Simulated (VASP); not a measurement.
# AlNi (Cmmm) in VASP: notebook, part 2 of 2

VASP 6.6.1.

## (4) Single point, r2SCAN, collinear spin, ferromagnetic start

This run uses another cell than the first one, of 11.50 Å³/atom.

Input file POSCAR:

```
AlNi
1.0
    1.9256822388     -1.9400810963      0.0000000000
    1.9256822388      1.9400810963      0.0000000000
    0.0000000000      0.0000000000      3.0786278706
Ni Al
1 1
Direct
    0.5000000000      0.5000000000      0.5000000000
    0.0000000000      0.0000000000      0.0000000000
```

Input file INCAR.step1:

```
SYSTEM = AlNi
ALGO     = Normal         ! electronic algorithm
EDIFF    = 1E-4           ! SCF threshold, eV
ENCUT    = 520            ! plane-wave cutoff, eV
GGA      = PE             ! functional
ISMEAR   = -1             ! smearing method
ISPIN    = 2              ! spin polarisation
LASPH    = .TRUE.         ! aspherical terms in the spheres
LCHARG   = .FALSE.        ! write CHGCAR
LMAXMIX  = 4              ! l up to which the mixer works
LREAL    = .FALSE.        ! projectors in reciprocal space
LWAVE    = .TRUE.         ! write WAVECAR
MAGMOM   = 1 0            ! initial moments
NBANDS   = 18             ! bands
NELM     = 150            ! most SCF steps
PREC     = Accurate       ! precision mode
SIGMA    = 0.05           ! smearing width, eV
```

Input file INCAR.step2:

```
SYSTEM = AlNi
ALGO     = Normal         ! electronic algorithm
EDIFF    = 1E-7           ! SCF threshold, eV
ENCUT    = 520            ! plane-wave cutoff, eV
ISIF     = 2              ! what is computed and relaxed
ISMEAR   = -1             ! smearing method
ISPIN    = 2              ! spin polarisation
ISTART   = 1            
LASPH    = .TRUE.         ! aspherical terms in the spheres
LCHARG   = .FALSE.        ! write CHGCAR
LMAXMIX  = 4              ! l up to which the mixer works
LMIXTAU  = .TRUE.       
LORBIT   = 11             ! projections on sites
LREAL    = .FALSE.        ! projectors in reciprocal space
LWAVE    = .FALSE.        ! write WAVECAR
MAGMOM   = 1 0            ! initial moments
METAGGA  = R2SCAN         ! meta-GGA
NBANDS   = 18             ! bands
NELM     = 150            ! most SCF steps
PREC     = Accurate       ! precision mode
SIGMA    = 0.05           ! smearing width, eV
```

Input file KPOINTS:

```
k-points
0
G
  10 10 9
  0 0 0
```

Potentials or basis: VASP PAW PBE potentials, release 64 (Ni, Al).

Launch:

```bash
cat potpaw_PBE.64/Ni/POTCAR potpaw_PBE.64/Al/POTCAR > POTCAR
cp INCAR.step1 INCAR
mpirun -np 1 vasp_std > vasp.out
cp INCAR.step2 INCAR
mpirun -np 1 vasp_std > vasp.out
```

OUTCAR:

```text
SYSTEM = AlNi
   EDIFF = 1E-7
   ENCUT = 520
   ISIF = 2
   ISMEAR = -1
   ISPIN = 2
   ISTART = 1
   LASPH = .TRUE.
   LORBIT = 11
   LREAL = .FALSE.
   METAGGA = R2SCAN
   NELM = 150
   PREC = Accurate

 ion  position               nearest neighbor table
   1  0.500  0.500  0.500-   2 2.47   2 2.47   2 2.47   2 2.47   2 2.48   2 2.48   2 2.48   2 2.48

   2  0.000  0.000  0.000-   1 2.47   1 2.47   1 2.47   1 2.47   1 2.48   1 2.48   1 2.48   1 2.48

  LATTYP: Found a base centered orthorhombic cell.
 ALAT       =     3.8513644776
 B/A-ratio  =     1.0074772760
 C/A-ratio  =     0.7993603017

  Lattice vectors:

 A1 = (   1.9256822388,  -1.9400810963,   0.0000000000)
 A2 = (   1.9256822388,   1.9400810963,   0.0000000000)
 A3 = (   0.0000000000,   0.0000000000,   3.0786278706)

Analysis of symmetry for initial positions (statically):
=====================================================================
 Subroutine PRICEL returns:
 Original cell was already a primitive cell.

 Routine SETGRP: Setting up the symmetry group for a
 base centered orthorhombic supercell.

 Subroutine GETGRP returns: Found  8 space group operations
 (whereof  8 operations were pure point group operations)
 out of a pool of  8 trial point group operations.

The static configuration has the point symmetry D_2h.

Analysis of symmetry for dynamics (positions and initial velocities):
=====================================================================
 Subroutine PRICEL returns:
 Original cell was already a primitive cell.

 Routine SETGRP: Setting up the symmetry group for a
 base centered orthorhombic supercell.

 Subroutine GETGRP returns: Found  8 space group operations
 (whereof  8 operations were pure point group operations)
 out of a pool of  8 trial point group operations.

The dynamic configuration has the point symmetry D_2h.

Analysis of structural, dynamic, and magnetic symmetry:
=====================================================================
 Subroutine PRICEL returns:
 Original cell was already a primitive cell.

 Routine SETGRP: Setting up the symmetry group for a
[... 149 lines left out ...]
  free energy    TOTEN  =       -20.01699917 eV

  energy without entropy =      -20.00959910  energy(sigma->0) =      -20.01329913

 E-fermi :  10.4131     XC(G=0): -13.2182

 val. band max:       10.4119097938   @ k =   0.4000   0.2000   0.1111
 cond. band min:      10.4244838035   @ k =  -0.4000   0.2000   0.1111
 fundamental gap:      0.0125740097
 Fermi energy:        10.4131453605

 spin component 1

 k-point     1 :       0.0000    0.0000    0.0000
  band No.  band energies     occupation
      1      -1.6152      1.00000
      2       6.7360      1.00000
      3       6.9434      1.00000
      4       8.6560      1.00000
      5       8.6759      1.00000
      6       8.9293      1.00000
[... 493 lines left out ...]
     17      35.1979      0.00000
     18      36.2962      0.00000

 [... further k-points ...]

 spin component 2

 k-point     1 :       0.0000    0.0000    0.0000
  band No.  band energies     occupation
      1      -1.6152      1.00000
      2       6.7360      1.00000
      3       6.9434      1.00000
      4       8.6560      1.00000
      5       8.6759      1.00000
      6       8.9293      1.00000
[... 493 lines left out ...]
     17      35.1979      0.00000
     18      36.2962      0.00000

 [... further k-points ...]

------------------------ aborting loop because EDIFF is reached ----------------------------------------

  FORCE on cell =-STRESS in cart. coord.  units (eV):
  Direction    XX          YY          ZZ          XY          YZ          ZX
  --------------------------------------------------------------------------------------
  -------------------------------------------------------------------------------------
  Total        1.1345357      0.8715904     -0.1818946     -0.0000000      0.0000000      0.0000000
  in kB       79.0200042     60.7059579    -12.6688956     -0.0000000      0.0000000      0.0000000
  external PRESSURE =      42.3523555 kB  Pullay stress =       0.0000000 kB

 VOLUME and BASIS-vectors are now :
 -----------------------------------------------------------------------------
  energy-cutoff  :      520.00
  volume of cell :       23.00
      direct lattice vectors                 reciprocal lattice vectors
     1.925682239 -1.940081096  0.000000000     0.259648238 -0.257721185  0.000000000
     1.925682239  1.940081096  0.000000000     0.259648238  0.257721185  0.000000000
     0.000000000  0.000000000  3.078627871     0.000000000  0.000000000  0.324820031

 POSITION                                       TOTAL-FORCE (eV/Angst)
 -----------------------------------------------------------------------------------
      1.92568      0.00000      1.53931         0.000000      0.000000      0.000000
      0.00000      0.00000      0.00000        -0.000000     -0.000000      0.000000
 -----------------------------------------------------------------------------------
    total drift:                                0.000000      0.000000      0.000000

  FREE ENERGIE OF THE ION-ELECTRON SYSTEM (eV)
  ---------------------------------------------------
  free  energy   TOTEN  =       -20.0169991681 eV

  energy  without entropy=      -20.0095990973  energy(sigma->0) =      -20.01329913

 total charge

# of ion       s       p       d       tot
------------------------------------------
    1        0.506   0.576   8.497   9.579
    2        0.388   0.447   0.000   0.835
--------------------------------------------------
tot          0.895   1.022   8.497  10.414

 magnetization (x)

# of ion       s       p       d       tot
------------------------------------------
    1        0.000  -0.000   0.000   0.000
    2        0.000   0.000   0.000   0.000
--------------------------------------------------
tot          0.000   0.000   0.000   0.000
```

Wall time 4 min (1 thread of Intel Xeon Platinum 8488C (Sapphire Rapids), shared host); peak memory 0.22 GiB.

What came out:

- Free energy: -20.0170 eV
- Pressure: 4.2 GPa
- Net moment: 0.00 μB per cell
- Valence electrons inside the program's atomic spheres: Ni 9.58; Al 0.83

Stress tensor (GPa, compression positive):
```
 7.90  0.00  0.00
 0.00  6.07  0.00
 0.00  0.00 -1.27
```

Caveat: the cell stands under pressure; the PAW data sets were made with another functional, which shifts forces and pressure a little.

## (5) Single point, r2SCAN, collinear spin, ferromagnetic start

This run uses another cell than the first one, of 11.74 Å³/atom.

Input file POSCAR:

```
AlNi
1.0
    1.9386940000     -1.9531901500      0.0000000000
    1.9386940000      1.9531901500      0.0000000000
    0.0000000000      0.0000000000      3.0994300413
Ni Al
1 1
Direct
    0.5000000000      0.5000000000      0.5000000000
    0.0000000000      0.0000000000      0.0000000000
```

Input file INCAR.step1:

```
SYSTEM = AlNi
ALGO = Normal ; EDIFF = 1E-4
ENCUT = 520 ; GGA = PE
ISMEAR = -1 ; ISPIN = 2
LASPH = .True. ; LCHARG = .False.
LMAXMIX = 4 ; LREAL = .False.
LWAVE = .True. ; MAGMOM = 1 0
NBANDS = 18 ; NELM = 150
PREC = Accurate ; SIGMA = 0.05
```

Input file INCAR.step2:

```
SYSTEM = AlNi
ALGO = Normal ; EDIFF = 1E-6
ENCUT = 520 ; ISIF = 2
ISMEAR = -1 ; ISPIN = 2
ISTART = 1 ; LASPH = .True.
LCHARG = .False. ; LMAXMIX = 4
LMIXTAU = .True. ; LORBIT = 11
LREAL = .False. ; LWAVE = .False.
MAGMOM = 1 0 ; METAGGA = R2SCAN
NBANDS = 18 ; NELM = 150
PREC = Accurate ; SIGMA = 0.05
```

Input file KPOINTS:

```
k-points
0
Gamma
  10 10 9
  0 0 0
```

Potentials or basis: VASP PAW PBE potentials, release 64 (Ni, Al).

Launch:

```bash
cat potpaw_PBE.64/Ni/POTCAR potpaw_PBE.64/Al/POTCAR > POTCAR
cp INCAR.step1 INCAR
mpirun -np 1 vasp_std > vasp.out
cp INCAR.step2 INCAR
mpirun -np 1 vasp_std > vasp.out
```

OUTCAR:

```text
SYSTEM = AlNi
   EDIFF = 1E-6
   ENCUT = 520
   ISIF = 2
   ISMEAR = -1
   ISPIN = 2
   ISTART = 1
   LASPH = .True.
   LORBIT = 11
   LREAL = .False.
   METAGGA = R2SCAN
   NELM = 150
   PREC = Accurate

 ion  position               nearest neighbor table
   1  0.500  0.500  0.500-   2 2.48   2 2.48   2 2.48   2 2.48   2 2.49   2 2.49   2 2.49   2 2.49

   2  0.000  0.000  0.000-   1 2.48   1 2.48   1 2.48   1 2.48   1 2.49   1 2.49   1 2.49   1 2.49

  LATTYP: Found a base centered orthorhombic cell.
 ALAT       =     3.8773880000
 B/A-ratio  =     1.0074772759
 C/A-ratio  =     0.7993603017

  Lattice vectors:

 A1 = (   1.9386940000,  -1.9531901500,   0.0000000000)
 A2 = (   1.9386940000,   1.9531901500,   0.0000000000)
 A3 = (   0.0000000000,   0.0000000000,   3.0994300413)

Analysis of symmetry for initial positions (statically):
=====================================================================
 Subroutine PRICEL returns:
 Original cell was already a primitive cell.

 Routine SETGRP: Setting up the symmetry group for a
 base centered orthorhombic supercell.

 Subroutine GETGRP returns: Found  8 space group operations
 (whereof  8 operations were pure point group operations)
 out of a pool of  8 trial point group operations.

The static configuration has the point symmetry D_2h.

Analysis of symmetry for dynamics (positions and initial velocities):
=====================================================================
 Subroutine PRICEL returns:
 Original cell was already a primitive cell.

 Routine SETGRP: Setting up the symmetry group for a
 base centered orthorhombic supercell.

 Subroutine GETGRP returns: Found  8 space group operations
 (whereof  8 operations were pure point group operations)
 out of a pool of  8 trial point group operations.

The dynamic configuration has the point symmetry D_2h.

Analysis of structural, dynamic, and magnetic symmetry:
=====================================================================
 Subroutine PRICEL returns:
 Original cell was already a primitive cell.

 Routine SETGRP: Setting up the symmetry group for a
 base centered orthorhombic supercell.

 Subroutine GETGRP returns: Found  8 space group operations
 (whereof  8 operations were pure point group operations)
 out of a pool of  8 trial point group operations.

The overall configuration has the point symmetry D_2h.

 Subroutine INISYM returns: Found  8 space group operations
 (whereof  8 operations are pure point group operations),
 and found     1 'primitive' translations

----------------------------------------------------------------------------------------

                                     Primitive cell

  volume of cell :      23.4728

  direct lattice vectors                    reciprocal lattice vectors
     1.938694000 -1.953190150  0.000000000     0.257905580 -0.255991461  0.000000000
     1.938694000  1.953190150  0.000000000     0.257905580  0.255991461  0.000000000
     0.000000000  0.000000000  3.099430041     0.000000000  0.000000000  0.322639965

  length of vectors
     2.751996764  2.751996764  3.099430041     0.363382603  0.363382603  0.322639965

  position of ions in fractional coordinates (direct lattice)
     0.500000000  0.500000000  0.500000000
[... 70 lines left out ...]
   ISTART =      1    job   : 0-new  1-cont  2-samecut
   ICHARG =      0    charge: 1-file 2-atom 10-const
   ISPIN  =      2    spin polarized calculation?
   LNONCOLLINEAR =      F non collinear calculations
   LSORBIT =      F    spin-orbit coupling
   LASPH  =      T    aspherical Exc in radial PAW
   ENCUT  =  520.0 eV  38.22 Ry    6.18 a.u.   5.12  5.12  5.76*2*pi/ulx,y,z
   NELM   =    150;   NELMIN=  2; NELMDL=  0     # of ELM steps
   EDIFF  = 0.1E-05   stopping-criterion for ELM
   LREAL  =      F    real-space projection
   EDIFFG = 0.1E-04   stopping-criterion for IOM
   NSW    =      0    number of steps for IOM
   IBRION =     -1    ionic relax: 0-MD 1-quasi-New 2-CG
   NFREE  =      0    steps in history (QN), initial steepest desc. (CG)
   ISIF   =      2    stress and relaxation
   ISYM   =      2    0-nonsym 1-usesym 2-fastsym
   POTIM  = 0.5000    time-step for ionic-motion
   TEBEG  =    0.0;   TEEND  =   0.0 temperature during run
   PSTRESS=    0.0 pullay stress
   NELECT =      13.0000    total number of electrons
   NUPDOWN=      -1.0000    fix difference up-down
   EMIN   =  10.00;   EMAX   =-10.00  energy-range for DOS
   EFERMI =   0.00;   METHOD = LEGACY
   ISMEAR =    -1;   SIGMA  =   0.05  broadening in eV -4-tet -1-fermi 0-gaus
   EFERMI_NEDOS =   21; number of points for ismear=-14 and -15
   IALGO  =     38    algorithm
   IMIX   =      4    mixing-type and parameters
     AMIX     =   0.40;   BMIX     =  1.00
     AMIX_MAG =   1.60;   BMIX_MAG =  1.00
  volume/ion in A,a.u.               =      11.74        79.20
  Fermi-wavevector in a.u.,A,eV,Ry     =   1.344417  2.540580 24.591955  1.807458
  Thomas-Fermi vector in A             =   2.472413
   LORBIT       =     11    0 simple, 1 ext, 2 COOP (PROOUT), +10 PAW based schemes
   METAGGA = R2SCAN    functional components
   LHFCALC =     F    Hartree Fock is set to
   AEXX    =    0.0000 exact exchange contribution
   IVDW    =     0    specifies the selected vdW correction
   LEPSILON=     F    determine dielectric tensor
   LRPA    =     F    only Hartree local field effects (RPA)
 spin polarized calculation
  energy-cutoff  :      520.00
  volume of cell :       23.47
 maximum number of plane-waves:       646
   NGX = 11   NGY = 11   NGZ = 11

 number of electron      13.0000022 magnetization       0.0000392

 Free energy of the ion-electron system (eV)
  ---------------------------------------------------
  ext. energy  EPLUGINS =         0.00000000
  ---------------------------------------------------
  free energy    TOTEN  =       -20.02387766 eV

  energy without entropy =      -20.01647361  energy(sigma->0) =      -20.02017563

 E-fermi :  10.1372     XC(G=0): -13.1105

 val. band max:       10.1326258799   @ k =   0.4000   0.2000   0.1111
 cond. band min:      10.1447012074   @ k =  -0.4000   0.2000   0.1111
 fundamental gap:      0.0120753275
 Fermi energy:        10.1372433063

 spin component 1

 k-point     1 :       0.0000    0.0000    0.0000
  band No.  band energies     occupation
      1      -1.7332      1.00000
      2       6.5704      1.00000
      3       6.7724      1.00000
      4       8.4302      1.00000
      5       8.4496      1.00000
      6       8.6948      1.00000
[... 493 lines left out ...]
     17      34.6246      0.00000
     18      35.6436      0.00000

 [... further k-points ...]

 spin component 2

 k-point     1 :       0.0000    0.0000    0.0000
  band No.  band energies     occupation
      1      -1.7332      1.00000
      2       6.5705      1.00000
      3       6.7725      1.00000
      4       8.4303      1.00000
      5       8.4496      1.00000
      6       8.6949      1.00000
[... 493 lines left out ...]
     17      34.6246      0.00000
     18      35.6436      0.00000

 [... further k-points ...]

------------------------ aborting loop because EDIFF is reached ----------------------------------------

  FORCE on cell =-STRESS in cart. coord.  units (eV):
  Direction    XX          YY          ZZ          XY          YZ          ZX
  --------------------------------------------------------------------------------------
  -------------------------------------------------------------------------------------
  Total        0.5873080      0.3322838     -0.6843135      0.0000000      0.0000000      0.0000000
  in kB       40.0876732     22.6805775    -46.7089481      0.0000000      0.0000000      0.0000000
  external PRESSURE =       5.3531009 kB  Pullay stress =       0.0000000 kB

 VOLUME and BASIS-vectors are now :
 -----------------------------------------------------------------------------
  energy-cutoff  :      520.00
  volume of cell :       23.47
      direct lattice vectors                 reciprocal lattice vectors
     1.938694000 -1.953190150  0.000000000     0.257905580 -0.255991461  0.000000000
     1.938694000  1.953190150  0.000000000     0.257905580  0.255991461  0.000000000
     0.000000000  0.000000000  3.099430041     0.000000000  0.000000000  0.322639965

 POSITION                                       TOTAL-FORCE (eV/Angst)
 -----------------------------------------------------------------------------------
      1.93869      0.00000      1.54972        -0.000000      0.000000      0.000000
      0.00000      0.00000      0.00000         0.000000     -0.000000      0.000000
 -----------------------------------------------------------------------------------
    total drift:                                0.000000      0.000000      0.000000

  FREE ENERGIE OF THE ION-ELECTRON SYSTEM (eV)
  ---------------------------------------------------
  free  energy   TOTEN  =       -20.0238776552 eV

  energy  without entropy=      -20.0164736139  energy(sigma->0) =      -20.02017563

 total charge

# of ion       s       p       d       tot
------------------------------------------
    1        0.497   0.557   8.487   9.541
    2        0.386   0.437   0.000   0.823
--------------------------------------------------
tot          0.883   0.994   8.487  10.364

 magnetization (x)

# of ion       s       p       d       tot
------------------------------------------
    1        0.000  -0.000   0.000   0.000
    2        0.000   0.000   0.000   0.000
--------------------------------------------------
tot          0.000   0.000   0.000   0.000
```

Wall time 3.3 min (1 thread of Intel Xeon Platinum 8488C (Sapphire Rapids), shared host); peak memory 0.22 GiB.

What came out:

```
Free energy                                           : -20.0239 eV
Pressure                                              : 0.5 GPa
Net moment                                            : 0.00 μB per cell
Valence electrons inside the program's atomic spheres : Ni 9.54; Al 0.82
```

Stress tensor (GPa, compression positive):
```
 4.01  0.00  0.00
 0.00  2.27  0.00
 0.00  0.00 -4.67
```

Caveat: the PAW data sets were made with another functional, which shifts forces and pressure a little.

## (6) Summary

| cell | gap on the mesh (eV) | pressure (GPa) | moment (μB) |
| --- | --- | --- | --- |
| a = 2.696, b = 2.696, c = 3.036 Å, angles 90.0, 90.0, 90.4°, 2 atoms | none | 13.1 | 0.00 |
| a = 2.715, b = 2.715, c = 3.058 Å, angles 90.0, 90.0, 90.4°, 2 atoms | none | 8.5 | 0.00 |
| a = 2.734, b = 2.734, c = 3.079 Å, angles 90.0, 90.0, 90.4°, 2 atoms | none | 4.2 | 0.00 |
| a = 2.752, b = 2.752, c = 3.099 Å, angles 90.0, 90.0, 90.4°, 2 atoms | none | 0.5 | 0.00 |

Alike in all rows: task single point; level r2SCAN; potentials or basis VASP PAW PBE potentials, release 64 (Ni, Al); spin collinear, ferromagnetic start; k mesh 10 × 10 × 9; cutoff (eV) 520; smearing fermi-dirac 0.05 eV.

Caveats: the PAW data sets were made with another functional, which shifts forces and pressure a little; the cell stands under pressure (at least some runs).

Absolute energies hang on the potentials; compare differences alone.
